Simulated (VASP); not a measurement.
Write the native input for VASP 6.6.1 that does the following.

```
Task                   : single point
Functional             : PBE
Potentials or basis    : VASP PAW PBE potentials, release 64 (Ba_sv, O)
Cutoff                 : 600 eV
k mesh                 : 4 × 4 × 4
Occupations            : gaussian, width 0.01 eV
Spin                   : no spin polarisation
Dipole correction      : no
Further INCAR settings : ALGO = Normal; EDIFF = 1e-06; NBANDS = 15
```

The structure of BaO (m.bgw) lies in POSCAR:

```
BaO
1.0
    0.0000000000      2.7870116217      2.7870116217
    2.7870116217      0.0000000000      2.7870116217
    2.7870116217      2.7870116217      0.0000000000
Ba O
1 1
Direct
    0.0000000000      0.0000000000      0.0000000000
    0.5000000000      0.5000000000      0.5000000000
```

These files were run (other wordings do the same):

INCAR

```
SYSTEM = BaO
  ALGO = Normal
  EDIFF = 1E-6
  ENCUT = 600
  GGA = PE
  GGA_COMPAT = .False.
  ISIF = 2
  ISMEAR = 0
  LASPH = .True.
  LCHARG = .False.
  LREAL = .False.
  LWAVE = .False.
  NBANDS = 15
  NELM = 120
  PREC = Accurate
  SIGMA = 0.01
```

KPOINTS

```
k-points
0
Gamma
  4 4 4
  0 0 0
```

Potentials or basis: VASP PAW PBE potentials, release 64 (Ba_sv, O).

Command:

```sh
$ cat potpaw_PBE.64/Ba_sv/POTCAR potpaw_PBE.64/O/POTCAR > POTCAR
$ mpirun -np 1 vasp_std > vasp.out
```

Results of the run:

- Pressure: 1.5 GPa
- Band gap on the k mesh: 2.03 eV, direct

Caveat: the k points lie up to 0.49 Å⁻¹ apart; spin-orbit coupling is left out, which moves the levels of the heavy elements.

Wall time 8 s on 1 thread of Intel Xeon 6975P-C, with other jobs on the host, peak memory 0.17 GiB.
